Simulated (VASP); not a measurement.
**TiAl: single point with PBEsol**

Crystal: TiAl.

```
CELL_PARAMETERS angstrom
2.91027 0.00000 0.00000
-1.45514 2.52037 0.00000
0.00000 0.00000 4.53774
ATOMIC_POSITIONS crystal
Ti 0.00000 0.00000 0.00000
Al 0.33333 0.66667 0.50000
```

This cell differs from its parent crystal: strain +0.015 along x and y, -0.030 along z.

```yaml
Program: VASP 6.6.1
Task: single point
Functional: PBEsol
Potentials_or_basis: VASP PAW PBE potentials, release 64 (Ti_sv, Al)
Cutoff: 520 eV
k_mesh: 18 × 18 × 10
Occupations: gaussian, width 0.15 eV
Spin: no spin polarisation
```

```yaml
Pressure: -2.0 GPa
```

Stress tensor (GPa, compression positive):
```
-3.52  0.00  0.00
 0.00 -3.52  0.00
 0.00  0.00  1.10
```

Levels at points of the mesh, in eV from the Fermi level:
| k point | band 4 | band 5 | band 6 | band 7 | band 8 | band 9 | band 10 | band 11 | band 12 | band 13 |
| --- | --- | --- | --- | --- | --- | --- | --- | --- | --- | --- |
| (0.00, 0.00, 0.00) | -32.34 | -8.82 | -2.12 | -1.44 | 1.24 | 1.24 | 2.63 | 2.63 | 4.43 | 12.41 |
| (0.50, 0.00, 0.00) | -32.46 | -3.76 | -2.90 | -1.48 | -0.91 | 1.98 | 3.80 | 4.18 | 4.37 | 5.58 |
| (0.00, 0.00, 0.50) | -32.34 | -7.80 | -5.18 | -0.19 | 1.26 | 1.26 | 2.52 | 2.52 | 7.51 | 12.58 |
| (0.50, 0.00, 0.50) | -32.46 | -3.70 | -2.33 | -1.80 | 0.47 | 1.02 | 1.72 | 3.27 | 3.81 | 6.42 |

It took 2.1 min on 1 thread of Intel(R) Xeon(R) Platinum 8488C (Sapphire Rapids) (shared host), peak memory 0.23 GiB.

Caveat: the cell differs from its parent crystal (strain +0.015 along x and y, -0.030 along z); the PAW data sets were made with another functional, which shifts forces and pressure a little.
